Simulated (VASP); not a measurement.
Runs of VASP 6.6.1 on TiO2. The structure is that of space group P4_2/mnm (No. 136), or close to it. The cells are those of the table. 

```tsv
task	cell	gap on the mesh (eV)	pressure (GPa)	largest force (eV/Å)
electric field gradients	a = 4.594, b = 4.594, c = 2.959 Å, 6 atoms	1.82	-6.7	0.13
electric field gradients	a = 4.594, b = 4.594, c = 2.959 Å, angles 89.4°, 6 atoms	1.82	-6.7	0.18
single point	a = 4.502, b = 4.502, c = 2.959 Å, 6 atoms	(c)	2.5	0.32
electric field gradients	a = 4.594, b = 4.594, c = 2.959 Å, angles 91.1°, 6 atoms	1.83	(a)	0.27
electric field gradients	a = 4.609, b = 4.609, c = 2.969 Å, 6 atoms	(b)	-9.0	0.08
electric field gradients	a = 4.594, b = 4.594, c = 3.018 Å, 6 atoms	1.73	-11.9	0.04
electric field gradients	a = 4.654, b = 4.654, c = 2.998 Å, 6 atoms	1.73	-15.1	0.07
```

Alike in all rows: level LDA; potentials or basis VASP PAW LDA potentials, release 64 (Ti_sv, O); no spin polarisation; k mesh 7 × 7 × 10; cutoff (eV) 520; smearing fermi-dirac 0.05 eV.

**Question.** Fill in the values left out.

**Answer.** (a) -6.4; (b) 1.80; (c) 1.88.

Caveats: the cell stands under tension (at least some runs); the stress differs along the axes, from -1 to 4 GPa (at least some runs); the stress differs along the axes, from -18 to -9 GPa (at least some runs); the stress differs along the axes, from -19 to -13 GPa (at least some runs).

A k mesh can miss the band edges.
